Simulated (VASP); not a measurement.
# CsMo3P (Pmmm) in VASP: notebook, part 2 of 2

VASP 6.6.1. Earlier steps stand in the parts before.

## 4. Single point, PBE

This run uses another cell than the first one, of 20.78 Å³/atom, 0.833 times its volume.

INCAR reads:

```
SYSTEM = CsMo3P
PREC = Accurate
ENCUT = 520
EDIFF = 1E-6
ISMEAR = 0
SIGMA = 0.1
LREAL = .False.
LASPH = .True.
NELM = 60
ALGO = Normal
ISIF = 2
LWAVE = .False.
LCHARG = .False.
GGA = PE
NBANDS = 36
```

KPOINTS reads:

```
Automatic mesh
0
Gamma
  4 4 4
  0 0 0
```

POSCAR reads:

```
CsMo3P
1.0
    3.1462453618      0.0000000000      0.0000000000
    0.0000000000      4.8452354727      0.0000000000
    0.0000000000      0.0000000000      6.8162912046
Cs Mo P
1 3 1
Direct
    0.0000000000      0.5000000000      0.0000000000
    0.5000000000      0.0000000000      0.0000000000
    0.0000000000      0.0000000000      0.3349096678
    0.0000000000      0.0000000000      0.6650903322
    0.0000000000      0.5000000000      0.5000000000
```

Potentials or basis: VASP PAW PBE potentials, release 64 (Cs_sv, Mo_sv, P).

Command:

```bash
cat potpaw_PBE.64/Cs_sv/POTCAR potpaw_PBE.64/Mo_sv/POTCAR potpaw_PBE.64/P/POTCAR > POTCAR
mpirun -np 1 vasp_std > vasp.out
```

OUTCAR:

```text
SYSTEM = CsMo3P
   PREC = Accurate
   ENCUT = 520
   EDIFF = 1E-6
   ISMEAR = 0
   LREAL = .False.
   LASPH = .True.
   NELM = 60
   ISIF = 2
   GGA = PE

 ion  position               nearest neighbor table
   1  0.000  0.500  0.000-   2 2.89   2 2.89   2 2.89   2 2.89   3 3.33   4 3.33   4 3.33   3 3.33

   2  0.500  0.000  0.000-   3 2.77   4 2.77   3 2.77   4 2.77   1 2.89   1 2.89   1 2.89   1 2.89

   3  0.000  0.000  0.335-   4 2.25   5 2.67   5 2.67   2 2.77   2 2.77   1 3.33   1 3.33
   4  0.000  0.000  0.665-   3 2.25   5 2.67   5 2.67   2 2.77   2 2.77   1 3.33   1 3.33
   5  0.000  0.500  0.500-   3 2.67   4 2.67   3 2.67   4 2.67

  LATTYP: Found a simple orthorhombic cell.
 ALAT       =     3.1462453618
 B/A-ratio  =     1.5400055989
 C/A-ratio  =     2.1664843077

  Lattice vectors:

 A1 = (   3.1462453618,   0.0000000000,   0.0000000000)
 A2 = (   0.0000000000,   4.8452354727,   0.0000000000)
 A3 = (   0.0000000000,   0.0000000000,   6.8162912046)

Analysis of symmetry for initial positions (statically):
=====================================================================
[... 182 lines left out ...]
 cond. band min:       7.8423953852   @ k =   0.2500   0.0000   0.2500
 fundamental gap:      0.0046068414
 Fermi energy:         7.8414060535

 k-point     1 :       0.0000    0.0000    0.0000
  band No.  band energies     occupation
      1     -53.2530      2.00000
      2     -52.8315      2.00000
      3     -52.7734      2.00000
      4     -28.3096      2.00000
      5     -27.3759      2.00000
      6     -27.1109      2.00000
[... 925 lines left out ...]
     35      10.6355      0.00000
     36      10.7821      0.00000

 [... further k-points ...]

------------------------ aborting loop because EDIFF is reached ----------------------------------------

  FORCE on cell =-STRESS in cart. coord.  units (eV):
  Direction    XX          YY          ZZ          XY          YZ          ZX
  --------------------------------------------------------------------------------------
  -------------------------------------------------------------------------------------
  Total        0.3474093      0.9404017      0.4814244     -0.0000000      0.0000000      0.0000000
  in kB        5.3566888     14.5000125      7.4230620     -0.0000000      0.0000000      0.0000000
  external PRESSURE =       9.0932544 kB  Pullay stress =       0.0000000 kB

 VOLUME and BASIS-vectors are now :
 -----------------------------------------------------------------------------
  energy-cutoff  :      520.00
  volume of cell :      103.91
      direct lattice vectors                 reciprocal lattice vectors
     3.146245362  0.000000000  0.000000000     0.317839165  0.000000000  0.000000000
     0.000000000  4.845235473  0.000000000     0.000000000  0.206388318  0.000000000
     0.000000000  0.000000000  6.816291205     0.000000000  0.000000000  0.146707347

 POSITION                                       TOTAL-FORCE (eV/Angst)
 -----------------------------------------------------------------------------------
      0.00000      2.42262      0.00000         0.000000      0.000000      0.000000
      1.57312      0.00000      0.00000         0.000000      0.000000      0.000000
      0.00000      0.00000      2.28284        -0.000000     -0.000000     -0.128880
      0.00000      0.00000      4.53345         0.000000      0.000000      0.128880
      0.00000      2.42262      3.40815         0.000000      0.000000      0.000000
 -----------------------------------------------------------------------------------
    total drift:                                0.000000     -0.000000     -0.000000

  FREE ENERGIE OF THE ION-ELECTRON SYSTEM (eV)
  ---------------------------------------------------
  free  energy   TOTEN  =       -32.0408756387 eV

  energy  without entropy=      -32.0050845581  energy(sigma->0) =      -32.02298010
```

OSZICAR:

```text
N       E                     dE             d eps       ncg     rms          rms(c)
DAV:   1     0.577472303879E+03    0.57747E+03   -0.33066E+04  2080   0.151E+03
DAV:   2    -0.806180984363E+01   -0.58553E+03   -0.57308E+03  2272   0.433E+02
DAV:   3    -0.336260393764E+02   -0.25564E+02   -0.24725E+02  2512   0.793E+01
DAV:   4    -0.342289537388E+02   -0.60291E+00   -0.59754E+00  2328   0.107E+01
DAV:   5    -0.342393898966E+02   -0.10436E-01   -0.10426E-01  2348   0.134E+00    0.209E+01
DAV:   6    -0.363492783600E+02   -0.21099E+01   -0.44315E+01  2296   0.248E+01    0.157E+01
DAV:   7    -0.325549398075E+02    0.37943E+01   -0.32392E+01  2156   0.162E+01    0.745E+00
DAV:   8    -0.321121206839E+02    0.44282E+00   -0.37009E+00  2284   0.665E+00    0.228E+00
DAV:   9    -0.320436817612E+02    0.68439E-01   -0.28545E-01  2312   0.243E+00    0.899E-01
DAV:  10    -0.320427872663E+02    0.89449E-03   -0.53500E-02  2408   0.111E+00    0.546E-01
DAV:  11    -0.320409152351E+02    0.18720E-02   -0.72773E-03  2300   0.450E-01    0.169E-01
DAV:  12    -0.320408909223E+02    0.24313E-04   -0.70329E-04  2684   0.142E-01    0.438E-02
DAV:  13    -0.320408754097E+02    0.15513E-04   -0.15586E-04  2488   0.452E-02    0.178E-02
DAV:  14    -0.320408747677E+02    0.64203E-06   -0.15688E-05  2072   0.168E-02    0.671E-03
DAV:  15    -0.320408756387E+02   -0.87108E-06   -0.20447E-06  1464   0.742E-03
   1 F= -.32040876E+02 E0= -.32022980E+02  d E =-.357911E-01
```

Wall time 4.7 min (1 thread of AMD EPYC, shared host); peak memory 0.22 GiB.

What came out:

```
Free energy            : -32.0409 eV
Pressure               : 0.9 GPa
Largest force          : 0.129 eV/Å
Band gap on the k mesh : zero (band 28 reaches 8.64 eV, above the bottom of band 29 at 7.48 eV)
```

Forces in eV/Å, atoms in the order of the input:
```
Cs   0.000  0.000  0.000
Mo   0.000  0.000  0.000
Mo   0.000  0.000 -0.129
Mo   0.000  0.000  0.129
P    0.000  0.000  0.000
```

Levels at points of the mesh, in eV from the Fermi level:
```tsv
k point	band 26	band 27	band 28	band 29	band 30	band 31
(0.00, 0.00, 0.00)	-0.81	-0.62	-0.60	0.25	0.58	0.67
(0.50, 0.00, 0.00)	-0.62	0.59	0.68	1.19	1.22	1.27
(0.00, 0.50, 0.00)	-0.78	-0.78	-0.73	-0.32	0.79	1.12
(0.50, 0.50, 0.00)	-0.77	-0.67	-0.40	0.02	0.13	0.42
(0.00, 0.00, 0.50)	-0.61	-0.49	0.33	1.38	1.42	1.45
(0.50, 0.00, 0.50)	0.12	0.34	0.68	0.68	1.03	1.42
(0.00, 0.50, 0.50)	-0.32	-0.08	0.27	0.58	0.75	1.42
(0.50, 0.50, 0.50)	-1.25	-1.19	-0.87	0.26	0.38	1.04
```

Caveat: the k points lie up to 0.50 Å⁻¹ apart; spin-orbit coupling is left out, which moves the levels of the heavy elements.

## 5. Overview

| cell | k mesh | gap on the mesh (eV) | pressure (GPa) | largest force (eV/Å) |
| --- | --- | --- | --- | --- |
| a = 4.129, b = 4.133, c = 7.308 Å, 5 atoms | 4 × 4 × 4 | none | -0.1 | 2.84 |
| a = 3.140, b = 4.840, c = 6.798 Å, 5 atoms | 6 × 4 × 4 | none | 0.8 | 0.04 |
| a = 3.146, b = 4.845, c = 6.816 Å, 5 atoms | 4 × 4 × 4 | none | 0.9 | 0.13 |

Alike in all rows: task single point; level PBE; potentials or basis VASP PAW PBE potentials, release 64 (Cs_sv, Mo_sv, P); no spin polarisation; cutoff (eV) 520; smearing gaussian 0.1 eV.

Caveats: some runs use coarse meshes; spin-orbit coupling is left out, which moves the levels of the heavy elements; forces of over 1 eV/Å act on the atoms, so gaps and moduli don't describe the material at rest (some runs).

Absolute energies hang on the potentials; compare differences alone.
